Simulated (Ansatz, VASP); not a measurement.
HfO2 in VASP and in Ansatz

Contents of POSCAR:

```
HfO2
1.0
    0.0000000000      2.5575000000      2.5575000000
    2.5575000000      0.0000000000      2.5575000000
    2.5575000000      2.5575000000      0.0000000000
Hf O
1 2
Direct
    0.0040470404      0.0040470404      0.0040470404
    0.2274252094      0.2274252094      0.2274252094
    0.7274252094      0.7274252094      0.7274252094
```

File INCAR.step1:

```
  PREC = Accurate
  ENCUT = 520
  ISMEAR = 0
  SIGMA = 0.05
  LREAL = False
  LASPH = True
  NELM = 60
  NBANDS = 18
  GGA = PE
  ALGO = Normal
  EDIFF = 1E-4
  LWAVE = True
  LCHARG = False
```

File INCAR.step2:

```
  PREC = Accurate
  ENCUT = 520
  EDIFF = 1E-6
  ISMEAR = 0
  SIGMA = 0.05
  LREAL = False
  LASPH = True
  NELM = 60
  ALGO = Normal
  ISIF = 2
  LWAVE = False
  LCHARG = True
  METAGGA = R2SCAN
  LMIXTAU = True
  LELF = True
  LVHAR = True
  NBANDS = 18
  ISTART = 1
```

The input KPOINTS:

```
Automatic mesh
0
Gamma
  8 8 8
```

Input for Ansatz:

```yaml
crystal:
  lattice:
    - [0.0, 2.5575, 2.5575]
    - [2.5575, 0.0, 2.5575]
    - [2.5575, 2.5575, 0.0]
  atoms:
    - { symbol: Hf, position: [0.0040470404, 0.0040470404, 0.0040470404] }
    - { symbol: O, position: [0.2274252094, 0.2274252094, 0.2274252094] }
    - { symbol: O, position: [0.7274252094, 0.7274252094, 0.7274252094] }
basis:
  ecutwfc: 500
kpoints:
  mp_grid: { grid: [8, 8, 8] }
hamiltonian:
  xc: r2scan
scf:
  occupations: { method: gaussian, width: 0.05 }
output:
  forces: true
  stress: true
  eigenvalues: true
```

Change from the starting cell: mode 4 (202.9 1/cm) frozen in, largest displacement -0.200 Å.

Alike in both runs: task single point; functional r2SCAN; k mesh 8 × 8 × 8; occupations gaussian, width 0.05 eV; no spin polarisation.

|  | VASP | Ansatz |
| --- | --- | --- |
| version | VASP 6.6.1 | Ansatz 0.2.0 |
| potentials or method | VASP PAW PBE potentials, release 64 (Hf_pv, O), cutoff 520 eV | scalar-relativistic, plane waves, PAW |
| valence electrons in the cell | 22 | 38 |

VASP gave:

| Property | Result |
| --- | --- |
| gap on the k mesh at the Fermi level (eV) | 4.36 |
| least direct gap on the mesh (eV) | 4.36 |
| pressure (GPa) | -6.0 |
| traceless stress, the component that is largest in VASP (GPa) | 3.40 |
| rms of the force components (eV/Å) | 0.697 |

Q: What did Ansatz give for the same quantities?

A: gap on the k mesh at the Fermi level (eV): 4.38; least direct gap on the mesh (eV): 4.38; pressure (GPa): -2.5; traceless stress, the component that is largest in VASP (GPa): 3.42; rms of the force components (eV/Å): 0.728.

VASP's potentials were made for PBE, not for r2SCAN. Atom by atom the forces differ by 0.032 eV/Å (rms over components). VASP's potentials hold 22 valence electrons a cell and Ansatz's 38, so a difference there can come from the potentials and not from the codes.

Neither program's run includes spin-orbit coupling.
